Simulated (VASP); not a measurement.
# Si in VASP: relaxation of the atoms with PBE+D3(BJ)

Aim: the relaxation of the atoms of Si with PBE+D3(BJ).

All numbers are computed with VASP 6.6.1; they aren't measurements. Logs are shortened: lines on timing, memory, paths and dates and some standing lists are left out, and cuts for length are marked.

## Step 1: The cell of the first run

The cell holds a slab with vacuum, 4 atoms: a = 3.833 Å, b = 3.833 Å, c = 17.912 Å, α = 90.00°, β = 90.00°, γ = 120.00°.

## Step 2: Relaxation of the atoms, PBE+D3(BJ)

The input, INCAR:

```
PREC     = Accurate       # precision mode
ENCUT    = 520            # plane-wave cutoff, eV
EDIFF    = 1E-6           # SCF threshold, eV
ISMEAR   = 0              # smearing method
SIGMA    = 0.05           # smearing width, eV
LREAL    = False          # projectors in reciprocal space
LASPH    = True           # aspherical terms in the spheres
NELM     = 100            # most SCF steps
ALGO     = Normal         # electronic algorithm
ISIF     = 2              # what is computed and relaxed
LWAVE    = False          # write WAVECAR
LCHARG   = False          # write CHGCAR
LDIPOL   = True         
IDIPOL   = 3            
DIPOL    = 0.5 0.5 0.500
GGA      = PE             # functional
IVDW     = 12             # dispersion correction
IBRION   = 2              # ionic algorithm
NSW      = 70             # ionic steps
EDIFFG   = -0.03          # ionic threshold
```

The input, KPOINTS:

```
Automatic mesh
0
Gamma
  9 9 1
```

The input, POSCAR:

```
Si
1.0
    3.8333442603      0.0000000000      0.0000000000
   -1.9166721302      3.3197735109      0.0000000000
    0.0000000000      0.0000000000     17.9123906026
Si
4
Selective dynamics
Direct
    0.3333333333      0.6666666667      0.3907909422  F F F
    0.0000000000      0.0000000000      0.4344745653  F F F
    0.0000000000      0.0000000000      0.5655254347  T T T
    0.6666666667      0.3333333333      0.6092090578  T T T
```

Potentials or basis: VASP PAW PBE potentials, release 64 (Si).

Started as:

```console
$ cat potpaw_PBE.64/Si/POTCAR > POTCAR
$ mpirun -np 1 vasp_std > vasp.out
```

OUTCAR:

```text
PREC = Accurate
   ENCUT = 520
   EDIFF = 1E-6
   ISMEAR = 0
   LREAL = False
   LASPH = True
   NELM = 100
   ISIF = 2
   GGA = PE
   IVDW = 12
   IBRION = 2
   NSW = 70
   EDIFFG = -0.03
 IVDW          = 12

 ion  position               nearest neighbor table
   1  0.333  0.667  0.391-   2 2.35   2 2.35   2 2.35
   2  0.000  0.000  0.434-   1 2.35   1 2.35   1 2.35   3 2.35
   3  0.000  0.000  0.566-   4 2.35   4 2.35   4 2.35   2 2.35
   4  0.667  0.333  0.609-   3 2.35   3 2.35   3 2.35

  LATTYP: Found a hexagonal cell.
 ALAT       =     3.8333442603
 C/A-ratio  =     4.6727842287

  Lattice vectors:

 A1 = (   3.8333442603,   0.0000000000,   0.0000000000)
 A2 = (  -1.9166721302,   3.3197735109,   0.0000000000)
 A3 = (   0.0000000000,   0.0000000000,  17.9123906026)

Analysis of symmetry for initial positions (statically):
=====================================================================
 Subroutine PRICEL returns:
 Original cell was already a primitive cell.

 Routine SETGRP: Setting up the symmetry group for a
 hexagonal supercell.

 Subroutine GETGRP returns: Found 12 space group operations
 (whereof 12 operations were pure point group operations)
 out of a pool of 24 trial point group operations.

The static configuration has the point symmetry D_3d.

Analysis of symmetry for dynamics (positions and initial velocities):
=====================================================================
 Subroutine PRICEL returns:
 Original cell was already a primitive cell.

 Routine SETGRP: Setting up the symmetry group for a
 hexagonal supercell.

 Subroutine GETGRP returns: Found 12 space group operations
 (whereof 12 operations were pure point group operations)
 out of a pool of 24 trial point group operations.

The dynamic configuration has the point symmetry D_3d.

Analysis of constrained symmetry for selective dynamics:
=====================================================================
 Subroutine PRICEL returns:
 Original cell was already a primitive cell.

 Routine SETGRP: Setting up the symmetry group for a
 hexagonal supercell.

 Subroutine GETGRP returns: Found  6 space group operations
 (whereof  6 operations were pure point group operations)
 out of a pool of 24 trial point group operations.

The constrained configuration has the point symmetry C_3v.

 Subroutine INISYM returns: Found  6 space group operations
 (whereof  6 operations are pure point group operations),
 and found     1 'primitive' translations

----------------------------------------------------------------------------------------

                                     Primitive cell

  volume of cell :     227.9501

  direct lattice vectors                    reciprocal lattice vectors
     3.833344260  0.000000000  0.000000000     0.260868822  0.150612684  0.000000000
    -1.916672130  3.319773511  0.000000000     0.000000000  0.301225369  0.000000000
     0.000000000  0.000000000 17.912390603     0.000000000  0.000000000  0.055827277

  length of vectors
     3.833344260  3.833344260 17.912390603     0.301225369  0.301225369  0.055827277

  position of ions in fractional coordinates (direct lattice)
     0.333333333  0.666666667  0.390790942
     0.000000000  0.000000000  0.434474565
     0.000000000  0.000000000  0.565525435
     0.666666667  0.333333333  0.609209058

  ion indices of the primitive-cell ions
   primitive index   ion index
                 1           1
                 2           2
                 3           3
                 4           4

----------------------------------------------------------------------------------------

 KPOINTS: Automatic mesh

Automatic generation of k-mesh.
 Grid dimensions read from file:
 generate k-points for:    9    9    1

 Generating k-lattice:

  Cartesian coordinates                     Fractional coordinates (reciprocal lattice)
     0.028985425  0.016734743  0.000000000     0.111111111  0.000000000  0.000000000
[... 24 lines left out ...]
  0.444444  0.111111  0.000000      6.000000
  0.222222  0.222222  0.000000      6.000000
  0.333333  0.222222  0.000000     12.000000
  0.333333  0.333333  0.000000      2.000000
   k-points           NKPTS =     12   k-points in BZ     NKDIM =     12   number of bands    NBANDS=     12
   number of dos      NEDOS =    301   number of ions     NIONS =      4
   total plane-waves  NPLWV = 126000
   dimension x,y,z NGX =    30 NGY =   30 NGZ =  140
   dimension x,y,z NGXF=    60 NGYF=   60 NGZF=  280
   ions per type =               4
   NGX,Y,Z   is equivalent  to a cutoff of  13.01, 13.01, 12.99 a.u.
   NGXF,Y,Z  is equivalent  to a cutoff of  26.02, 26.02, 25.99 a.u.
 SYSTEM =  unknown system
   PREC   = accura    normal or accurate (medium, high low for compatibility)
   ISTART =      0    job   : 0-new  1-cont  2-samecut
   ICHARG =      2    charge: 1-file 2-atom 10-const
   ISPIN  =      1    spin polarized calculation?
   LNONCOLLINEAR =      F non collinear calculations
   LSORBIT =      F    spin-orbit coupling
   LASPH  =      T    aspherical Exc in radial PAW
   ENCUT  =  520.0 eV  38.22 Ry    6.18 a.u.   7.13  7.13 33.31*2*pi/ulx,y,z
   NELM   =    100;   NELMIN=  2; NELMDL= -5     # of ELM steps
   EDIFF  = 0.1E-05   stopping-criterion for ELM
   LREAL  =      F    real-space projection
   EDIFFG = -.3E-01   stopping-criterion for IOM
   NSW    =     70    number of steps for IOM
   IBRION =      2    ionic relax: 0-MD 1-quasi-New 2-CG
   NFREE  =      1    steps in history (QN), initial steepest desc. (CG)
   ISIF   =      2    stress and relaxation
   ISYM   =      2    0-nonsym 1-usesym 2-fastsym
   POTIM  = 0.5000    time-step for ionic-motion
   TEBEG  =    0.0;   TEEND  =   0.0 temperature during run
   PSTRESS=    0.0 pullay stress
   NELECT =      16.0000    total number of electrons
   NUPDOWN=      -1.0000    fix difference up-down
   EMIN   =  10.00;   EMAX   =-10.00  energy-range for DOS
   EFERMI =   0.00;   METHOD = LEGACY
   ISMEAR =     0;   SIGMA  =   0.05  broadening in eV -4-tet -1-fermi 0-gaus
   EFERMI_NEDOS =   21; number of points for ismear=-14 and -15
   IALGO  =     38    algorithm
   IMIX   =      4    mixing-type and parameters
     AMIX     =   0.40;   BMIX     =  1.00
     AMIX_MAG =   1.60;   BMIX_MAG =  1.00
  volume/ion in A,a.u.               =      56.99       384.57
  Fermi-wavevector in a.u.,A,eV,Ry     =   0.675307  1.276146  6.204803  0.456040
  Thomas-Fermi vector in A             =   1.752285
   LORBIT       =      0    0 simple, 1 ext, 2 COOP (PROOUT), +10 PAW based schemes
   GGA     = PE    functional components
   LHFCALC =     F    Hartree Fock is set to
   AEXX    =    0.0000 exact exchange contribution
   IVDW    =    12    specifies the selected vdW correction
   LEPSILON=     F    determine dielectric tensor
   LRPA    =     F    only Hartree local field effects (RPA)
 conjugate gradient relaxation of ions
 non-spin polarized calculation
 Gauss-broadening in eV      SIGMA  =   0.05
  energy-cutoff  :      520.00
  volume of cell :      227.95
 maximum number of plane-waves:      6201
 NGX is ok and might be reduce to    30
   NGX = 15   NGY = 15   NGZ = 67

 dipolmoment           0.000000      0.000000      0.000000 electrons x Angstroem

--------------------------------------- Ionic step        1  -------------------------------------------

 number of electron      16.0000001 magnetization

 Free energy of the ion-electron system (eV)
  ---------------------------------------------------
  ext. energy  EPLUGINS =         0.00000000
  ---------------------------------------------------
  free energy    TOTEN  =       -19.55867146 eV

  energy without entropy =      -19.55640004  energy(sigma->0) =      -19.55753575

------------------------ aborting loop because EDIFF is reached ----------------------------------------

 Edisp (eV)   -1.01662

 E8    (eV) :    -0.4423
[... 119 lines left out ...]
 number of electron      16.0000001 magnetization

------------------------ aborting loop because EDIFF is reached ----------------------------------------

 vacuum level on the upper side and lower side of the slab       (xc-potential included)        -0.086         0.000

 Edisp (eV)   -1.01417

 E8    (eV) :    -0.4410

  FORCE on cell =-STRESS in cart. coord.  units (eV):
  Direction    XX          YY          ZZ          XY          YZ          ZX
  --------------------------------------------------------------------------------------
  -------------------------------------------------------------------------------------
  Total      -0.51879    -0.51879    -0.09468     0.00000     0.00000    -0.00000
  in kB      -3.64637    -3.64637    -0.66548     0.00000     0.00000    -0.00000
  external pressure =       -2.65 kB  Pullay stress =        0.00 kB
[... 151 lines left out ...]
--------------------------------------- Ionic step        8  -------------------------------------------

 number of electron      16.0000001 magnetization

 dipolmoment           0.000000      0.000000     -0.007639 electrons x Angstroem

 Free energy of the ion-electron system (eV)
  ---------------------------------------------------
  ext. energy  EPLUGINS =         0.00000000
  ---------------------------------------------------
  free energy    TOTEN  =       -19.62985914 eV

  energy without entropy =      -19.62770161  energy(sigma->0) =      -19.62878038

 E-fermi :  -1.1741     XC(G=0):  -4.1824

 val. band max:       -1.1750568001   @ k =   0.3333   0.3333   0.0000
 cond. band min:      -0.8060170204   @ k =   0.2222   0.2222   0.0000
 fundamental gap:      0.3690397797
 Fermi energy:        -1.1741326043

 k-point     1 :       0.0000    0.0000    0.0000
  band No.  band energies     occupation
      1     -12.4249      2.00000
      2     -11.2662      2.00000
      3      -6.1151      2.00000
      4      -2.5886      2.00000
      5      -1.9855      2.00000
      6      -1.9855      2.00000
      7      -1.2842      1.99815
      8      -1.2842      1.99815
      9       0.1372      0.00000
     10       1.2956      0.00000
     11       1.7996      0.00000
     12       2.1804      0.00000
[... 153 lines left out ...]
      1      -9.5582      2.00000
      2      -8.6128      2.00000
      3      -8.2622      2.00000
      4      -7.7921      2.00000
      5      -5.2599      2.00000
      6      -4.8874      2.00000
      7      -3.3282      2.00000
      8      -1.2166      1.76988
      9      -1.1751      1.02085
     10       2.0963      0.00000
     11       2.8365      0.00000
     12       2.8718      0.00000

------------------------ aborting loop because EDIFF is reached ----------------------------------------

 vacuum level on the upper side and lower side of the slab       (xc-potential included)        -0.300        -0.167

 Edisp (eV)   -1.00867

 E8    (eV) :    -0.4382

  FORCE on cell =-STRESS in cart. coord.  units (eV):
  Direction    XX          YY          ZZ          XY          YZ          ZX
  --------------------------------------------------------------------------------------
  -------------------------------------------------------------------------------------
  Total      -0.63062    -0.63062    -0.51641     0.00000     0.00000    -0.00000
  in kB      -4.43239    -4.43239    -3.62966     0.00000     0.00000    -0.00000
  external pressure =       -4.16 kB  Pullay stress =        0.00 kB
[... 19 lines left out ...]
  FREE ENERGIE OF THE ION-ELECTRON SYSTEM (eV)
  ---------------------------------------------------
  free  energy   TOTEN  =       -20.6385273498 eV

  energy  without entropy=      -20.6363698179  energy(sigma->0) =      -20.63744858

 reached required accuracy - stopping structural energy minimisation

 vacuum level on the upper side and lower side of the slab         3.413         3.566
```

Run time: 1.9 min. Hardware: 1 thread of Intel Xeon 6975P-C (Granite Rapids), shared host; peak memory 0.35 GiB.

Results:

| Property | Result |
| --- | --- |
| Free energy | -20.6385 eV |
| Energy gained by relaxing | 15.8 meV/atom |
| Ionic steps | 8 |
| Dispersion energy per atom | -0.252 eV |

Step by step:
```tsv
step	energy change (eV)	largest force on free atoms (eV/Å)	pressure (GPa)
1	0.0000	1.0926	-0.39
2	-0.0493	0.4733	-0.33
3	-0.0611	0.0778	-0.27
4	-0.0612	0.0818	-0.27
5	-0.0612	0.0919	-0.26
6	-0.0617	0.0804	-0.28
7	-0.0627	0.0464	-0.33
8	-0.0632	0.0219	-0.42
```

Final structure:
```
Si
1.0
     3.83334    0.00000    0.00000
    -1.91667    3.31977    0.00000
     0.00000    0.00000   17.91239
Si
4
Direct
  0.33333 0.66667 0.39079
  0.00000 0.00000 0.43447
  0.00000 0.00000 0.57250
  0.66667 0.33333 0.60928
```
